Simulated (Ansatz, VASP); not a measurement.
GaAs in VASP and in Ansatz

```
As Ga
1.0
     0.00000    2.88229    2.88229
     2.88229    0.00000    2.88229
     2.88229    2.88229    0.00000
As Ga
1 1
Direct
  0.75000 0.75000 0.75000
  0.00000 0.00000 0.00000
```

Change from the starting cell: volume scaled by 1.06.

Alike in both runs: task single point; functional PBEsol; k mesh 8 × 8 × 8; occupations fermi-dirac, width 0.05 eV; no spin polarisation.

|  | VASP | Ansatz |
| --- | --- | --- |
| version | VASP 6.6.1 | Ansatz 0.2.0 |
| potentials or method | VASP PAW PBE potentials, release 64 (As, Ga_d), cutoff 520 eV | all-electron LAPW, scalar-relativistic |

VASP gave:

```
gap on the k mesh at the Fermi level (eV) : none
pressure (GPa)                            : -3.2
```

Problem. What did Ansatz give for the same quantities?

Solution. gap on the k mesh at the Fermi level (eV): none; pressure (GPa): -3.3.

VASP's potentials were made for PBE, not for PBEsol. A gap of «none» marks a metal or a gap that the smearing closes. Ansatz ran all-electron here, and VASP with PAW potentials.
